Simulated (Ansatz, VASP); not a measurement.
# As: VASP beside Ansatz

```
As
1.0
     2.96553   -1.88207    0.00000
     2.96553    1.88207    0.00000
    -2.15704    0.00000    4.11430
As
2
Direct
  0.06400 0.06400 0.15300
  0.93600 0.93600 0.84700
```

Alike in both runs: task relaxation of cell and atoms; functional PBE; k mesh 6 × 6 × 4; occupations gaussian, width 0.1 eV; no spin polarisation.

|  | VASP | Ansatz |
| --- | --- | --- |
| version | VASP 6.6.1 | Ansatz 0.2.0 |
| potentials or method | VASP PAW PBE potentials, release 64 (As), cutoff 600 eV | scalar-relativistic, plane waves, PAW |
| valence electrons in the cell | 10 | 30 |

```tsv
	VASP	Ansatz	Ansatz less VASP
gap on the k mesh at the Fermi level, each at its own relaxed structure (eV)	0.68	1.11	+0.426
relaxed volume (Å³/atom)	30.48	32.51	+2.032
relaxed cell length with the largest relative difference (Å)	5.538	6.314	+0.7758
```

One of these differences is far larger than is usual between the two programs; its cause wasn't traced. VASP's potentials hold 10 valence electrons a cell and Ansatz's 30, so a difference there can come from the potentials and not from the codes.

Noted on VASP's run: the volume moved by over 15 % at a fixed basis, so the end points are rough.
